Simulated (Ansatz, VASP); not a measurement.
**V: VASP beside Ansatz**

```xyz
1
Lattice="-1.4928 1.4928 1.4928 1.4928 -1.4928 1.4928 1.4928 1.4928 -1.4928" Properties=species:S:1:pos:R:3 pbc="T T T"
V     0.0000    0.0000    0.0000
```

Alike in both runs: functional r2SCAN; k mesh 15 × 15 × 15; occupations fermi-dirac, width 0.1 eV; no spin polarisation.

Ansatz relaxed the structure, and its values are those at the end. VASP's run is a single point on that final structure, the one shown.

|  | VASP | Ansatz |
| --- | --- | --- |
| version | VASP 6.6.1 | Ansatz 0.2.0 |
| potentials or method | VASP PAW PBE potentials, release 64 (V_sv), cutoff 550 eV | plane waves (500 eV) with PAW (set soft_1), scalar-relativistic |
| valence electrons in the cell | 13 | 13 |

Ansatz gave:

| Item | Value |
| --- | --- |
| pressure (GPa) | 0.0 |

**Question.** What did VASP give for the same quantities?

**Answer.** Pressure (GPa): 0.3.

VASP's potentials were made for PBE, not for r2SCAN.
